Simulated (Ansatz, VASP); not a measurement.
**TlSiW2: VASP beside Ansatz**

The input INCAR:

```
SYSTEM = TlSiW2
PREC = Accurate
ENCUT = 520
EDIFF = 1E-7
ISMEAR = -1
SIGMA = 0.1
LREAL = .False.
LASPH = .True.
NELM = 100
ALGO = Normal
ISIF = 2
LWAVE = .False.
LCHARG = .True.
GGA = PE
LELF = .True.
LVHAR = .True.
NBANDS = 55
```

File KPOINTS:

```
regular mesh
0
Gamma
  4 4 4
  0 0 0
```

File POSCAR:

```
TlSiW2
1.0
    0.0000000000      0.0000000000      5.8307960000
    3.6586720000     -3.6586720000      2.9153980000
    3.6586720000      3.6586720000     -2.9153980000
Tl Si W
2 2 4
Direct
    0.2500000000      0.0000000000      0.0000000000
    0.7500000000      0.0000000000      0.0000000000
    0.7500000000      0.5000000000      0.5000000000
    0.2500000000      0.5000000000      0.5000000000
    0.6570000000      0.5000000000      0.8140000000
    0.1570000000      0.1860000000      0.5000000000
    0.3430000000      0.5000000000      0.1860000000
    0.8430000000      0.8140000000      0.5000000000
```

Input for Ansatz:

```yaml
crystal:
  lattice:
    - [0.0, 0.0, 5.830796]
    - [3.658672, -3.658672, 2.915398]
    - [3.658672, 3.658672, -2.915398]
  atoms:
    - { symbol: Tl, position: [0.25, 0.0, 0.0] }
    - { symbol: Tl, position: [0.75, 0.0, 0.0] }
    - { symbol: Si, position: [0.75, 0.5, 0.5] }
    - { symbol: Si, position: [0.25, 0.5, 0.5] }
    - { symbol: W, position: [0.657, 0.5, 0.814] }
    - { symbol: W, position: [0.157, 0.186, 0.5] }
    - { symbol: W, position: [0.343, 0.5, 0.186] }
    - { symbol: W, position: [0.843, 0.814, 0.5] }
  symmetry: { tolerance: 0.0003 }
kpoints:
  mp_grid: { grid: [4, 4, 4], shift: [0, 0, 0] }
magnetization:
  spin_polarized: false
scf:
  occupations: { method: fermi_dirac }
  initial_density: { chi_scale: 0.1 }
hamiltonian:
  pseudopotentials: { kind: paw }
  xc: pbe
basis:
  ecutwfc: 420
  ecutrho_ratio: 8
output:
  forces: true
  stress: true
  eigenvalues: true
```

Alike in both runs: task single point; functional PBE; k mesh 4 × 4 × 4; no spin polarisation.

```csv
,VASP,Ansatz
version,VASP 6.6.1,Ansatz 0.2.0
potentials or method,"VASP PAW PBE potentials, release 64 (Tl_d, Si, W_sv), cutoff 520 eV",PAW plane waves
occupations,"fermi-dirac, width 0.1 eV",fermi-dirac
valence electrons in the cell,90,90
```

|  | VASP | Ansatz | Ansatz less VASP |
| --- | --- | --- | --- |
| gap on the k mesh at the Fermi level (eV) | none | none | - |
| pressure (GPa) | 13.7 | 13.6 | -0.09 |
| traceless stress, the component that is largest in VASP (GPa) | 16.86 | 16.84 | -0.018 |
| rms of the force components (eV/Å) | 2.258 | 2.252 | -0.0065 |

Atom by atom the forces differ by 0.007 eV/Å (rms over components). A gap of «none» marks a metal or a gap that the smearing closes.

Spin-orbit coupling is off throughout.
